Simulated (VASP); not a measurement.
Input of a VASP 6.6.1 run:

Contents of POSCAR:

```
NaI
1.0
    0.0000000000      3.2364000000      3.2364000000
    3.2364000000      0.0000000000      3.2364000000
    3.2364000000      3.2364000000      0.0000000000
Na I
1 1
Direct
    0.0000000000      0.0000000000      0.0000000000
    0.5289673712      0.4710326288      0.5289673712
```

File INCAR.step1:

```
  ALGO = Normal
  EDIFF = 1E-4
  ENCUT = 520
  GGA = PE
  ISMEAR = 0
  LASPH = True
  LCHARG = False
  LREAL = False
  LWAVE = True
  NBANDS = 14
  NELM = 100
  PREC = Accurate
  SIGMA = 0.05
```

Contents of INCAR.step2:

```
  ALGO = Normal
  EDIFF = 1E-6
  ENCUT = 520
  ISIF = 2
  ISMEAR = 0
  ISTART = 1
  LASPH = True
  LCHARG = False
  LMIXTAU = True
  LREAL = False
  LWAVE = False
  METAGGA = R2SCAN
  NBANDS = 14
  NELM = 100
  PREC = Accurate
  SIGMA = 0.05
```

KPOINTS

```
k-points
0
Gamma
  6 6 6
```

Potentials or basis: VASP PAW PBE potentials, release 64 (Na_pv, I).

The run is started by

```sh
$ cat potpaw_PBE.64/Na_pv/POTCAR potpaw_PBE.64/I/POTCAR > POTCAR
$ cp INCAR.step1 INCAR
$ mpirun -np 1 vasp_std > vasp.out
$ cp INCAR.step2 INCAR
$ mpirun -np 1 vasp_std > vasp.out
```

Problem. Predict the pressure.

Solution. 0.0 GPa.

Problem. What does it give for the largest force?

Solution. 0.199 eV/Å.

Problem. What does it give for the band gap on the k mesh?

Solution. 4.44 eV.

Stress tensor (GPa, compression positive):
```
-0.22  0.00  0.00
 0.00  0.48  0.00
 0.00  0.00 -0.22
```

Caveat: the cell differs from its parent crystal (all I atoms moved +0.188 Å, as atom 2 along Cartesian [0 1 0]); the PAW data sets were made with another functional, which shifts forces and pressure a little; spin-orbit coupling is left out, which moves the levels of the heavy elements.
